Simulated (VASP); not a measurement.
A run of VASP 6.6.1:

The input INCAR:

```
  PREC = Accurate
  ENCUT = 520
  EDIFF = 1E-6
  ISMEAR = -1
  SIGMA = 0.05
  LREAL = False
  LASPH = True
  NELM = 150
  ALGO = Normal
  ISIF = 2
  LWAVE = False
  LCHARG = False
  LMAXMIX = 4
  LDAU = True
  LDAUTYPE = 2
  LDAUL = 2
  LDAUU = 8
  LDAUJ = 0
  LDAUPRINT = 1
  NBANDS = 12
```

Contents of KPOINTS:

```
Automatic mesh
0
Gamma
  9 9 9
```

POSCAR

```
Y
1.0
    0.0000000000      2.5519910612      2.5519910612
    2.5519910612      0.0000000000      2.5519910612
    2.5519910612      2.5519910612      0.0000000000
Y
1
Direct
    0.0000000000      0.0000000000      0.0000000000
```

Potentials or basis: VASP PAW LDA potentials, release 64 (Y_sv).

Launch:

```bash
$ cat potpaw_LDA.64/Y_sv/POTCAR > POTCAR
$ mpirun -np 1 vasp_std > vasp.out
```

Hardware: 1 thread of Intel(R) Xeon(R) 6975P-C (Granite Rapids), on a shared host.

**Question.** Estimate the wall time of this run.

**Answer.** Run time: 7.5 s on 1 thread of Intel(R) Xeon(R) 6975P-C (Granite Rapids) (shared host), peak memory 0.15 GiB. Counts: scf iterations 13, k points 35.
